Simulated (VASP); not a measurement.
Runs of VASP 6.6.1 on C. The structure is that of space group Fd-3m (No. 227), or close to it. The cells are those of the table. 

```tsv
cell	gap on the mesh (eV)	pressure (GPa)
a = 2.500 Å, angles 120.0, 120.0, 90.0°, 2 atoms	4.18	18.5
a = 2.535 Å, angles 120.0, 120.0, 90.0°, 2 atoms	4.09	(a)
a = 2.429 Å, angles 120.0, 120.0, 90.0°, 2 atoms	4.37	(b)
a = 2.465 Å, angles 120.0, 120.0, 90.0°, 2 atoms	4.27	41.1
```

Alike in all rows: task single point; level revPBE; potentials or basis VASP PAW PBE potentials, release 64 (C); no spin polarisation; k mesh 17 × 17 × 19; cutoff (eV) 600; smearing fermi-dirac 0.1 eV.

Task: Fill in the values left out.

Result: (a) -0.2; (b) 68.4.

Caveats: the PAW data sets were made with another functional, which shifts forces and pressure a little; an odd mesh through Γ misses points on the zone boundary, where band edges can lie; the cell stands under pressure (at least some runs).
